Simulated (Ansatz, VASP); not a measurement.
# Two plane-wave programs on Na

INCAR

```
ALGO = Normal
EDIFF = 1E-6
ENCUT = 500
GGA = PS
GGA_COMPAT = F
ISIF = 2
ISMEAR = -1
LASPH = T
LCHARG = T
LELF = T
LREAL = F
LVHAR = T
LWAVE = F
NBANDS = 10
NELM = 120
PREC = Accurate
SIGMA = 0.1
```

Contents of KPOINTS:

```
k-points
0
Gamma
  13 13 13
```

POSCAR

```
Na
1.0
    1.6144870000      0.9321280000      2.0848340000
   -1.6144870000      0.9321280000      2.0848340000
    0.0000000000     -1.8642470000      2.0848340000
Na
1
Direct
    0.0000000000      0.0000000000      0.0000000000
```

Input for Ansatz:

```yaml
crystal:
  lattice:
    - [1.614487, 0.932128, 2.084834]
    - [-1.614487, 0.932128, 2.084834]
    - [0.0, -1.864247, 2.084834]
  atoms:
    - { symbol: Na, position: [0.0, 0.0, 0.0] }
  symmetry: { tolerance: 0.0003 }
kpoints:
  mp_grid: { grid: [13, 13, 13], shift: [0, 0, 0] }
  band_path:
    path:
      - [0.0, 0.0, 0.0]
      - [0.5, 0.5, 0.5]
      - [0.70006902, 0.29993098, 0.5]
      - [0.5, -0.29993098, 0.29993098]
      - [0.5, 0.0, 0.0]
      - [0.0, 0.0, 0.0]
      - [0.39996549, -0.39996549, 0.0]
      - [0.60003451, 0.0, 0.39996549]
      - [0.5, 0.0, 0.5]
      - [0.0, 0.0, 0.0]
    npoints: 15
magnetization:
  spin_polarized: false
scf:
  occupations: { method: fermi_dirac }
  lower_state_search: "off"
  max_iter: 200
hamiltonian:
  pseudopotentials: { kind: paw }
  xc: pbesol
basis:
  ecutwfc: 420
  fft_grid_basis: typed
output:
  forces: true
  stress: true
  eigenvalues: true
  bader: true
  populations: true
  elf: true
  write_potential: true
  volumetric_format: npy
  dos:
    e_range: [-12, 8]
    de: 0.05
    projected: { site_lists: { Na: [Na] } }
checkpoint:
  read: saved_state
```

Alike in both runs: task single point; functional PBEsol; k mesh 13 × 13 × 13; no spin polarisation.

|  | VASP | Ansatz |
| --- | --- | --- |
| version | VASP 6.6.1 | Ansatz 0.2.0 |
| potentials or method | VASP PAW PBE potentials, release 64 (Na_pv), cutoff 500 eV | PAW plane waves |
| occupations | fermi-dirac, width 0.1 eV | fermi-dirac |
| valence electrons in the cell | 7 | 9 |

VASP gave:

```
pressure (GPa)                                                : 17.5
traceless stress, the component that is largest in VASP (GPa) : 3.09
```

Q: What did Ansatz give for the same quantities?

A: Pressure (GPa): 17.6; traceless stress, the component that is largest in VASP (GPa): 3.09.

VASP's potentials were made for PBE, not for PBEsol. VASP's potentials hold 7 valence electrons a cell and Ansatz's 9, so a difference there can come from the potentials and not from the codes. Ansatz's warnings: structure snapped to symmetry.
